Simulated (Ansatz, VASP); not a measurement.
## One calculation of SrTe, two programs

Contents of INCAR:

```
SYSTEM = SrTe
  ALGO = Normal
  EDIFF = 1E-6
  ENCUT = 500
  GGA = PE
  GGA_COMPAT = .False.
  ISIF = 2
  ISMEAR = -1
  LASPH = .True.
  LCHARG = .False.
  LREAL = .False.
  LWAVE = .False.
  NBANDS = 15
  NELM = 120
  PREC = Accurate
  SIGMA = 0.01
```

File KPOINTS:

```
k-points
0
Gamma
  7 7 7
  0 0 0
```

The input POSCAR:

```
SrTe
1.0
    0.0000000000      3.3890635636      3.3890635636
    3.3890635636      0.0000000000      3.3890635636
    3.3890635636      3.3890635636      0.0000000000
Sr Te
1 1
Direct
    0.0000000000      0.0000000000      0.0000000000
    0.5000000000      0.5000000000      0.5000000000
```

Input for Ansatz:

```yaml
crystal:
  lattice:
    - [0.0, 3.3890635636, 3.3890635636]
    - [3.3890635636, 0.0, 3.3890635636]
    - [3.3890635636, 3.3890635636, 0.0]
  atoms:
    - { symbol: Sr, position: [0.0, 0.0, 0.0] }
    - { symbol: Te, position: [0.5, 0.5, 0.5] }
kpoints:
  mp_grid: { grid: [7, 7, 7] }
scf:
  occupations: { method: fermi_dirac, width: 0.01 }
hamiltonian:
  xc: pbe
  pseudopotentials: { kind: all_electron, lapw: { basis_error: 0.0005 } }
output:
  forces: true
  stress: true
  eigenvalues: true
```

Change from the starting cell: volume scaled by 1.03.

Alike in both runs: task single point; functional PBE; k mesh 7 × 7 × 7; occupations fermi-dirac, width 0.01 eV; no spin polarisation.

|  | VASP | Ansatz |
| --- | --- | --- |
| version | VASP 6.6.1 | Ansatz 0.2.0 |
| potentials or method | VASP PAW PBE potentials, release 64 (Sr_sv, Te), cutoff 500 eV | all-electron LAPW, scalar-relativistic |

|  | VASP | Ansatz | Ansatz less VASP |
| --- | --- | --- | --- |
| gap on the k mesh at the Fermi level (eV) | 1.87 | 1.90 | +0.022 |
| pressure (GPa) | -0.7 | -0.8 | -0.07 |

Ansatz ran all-electron here, and VASP with PAW potentials.

Spin-orbit coupling is off throughout.
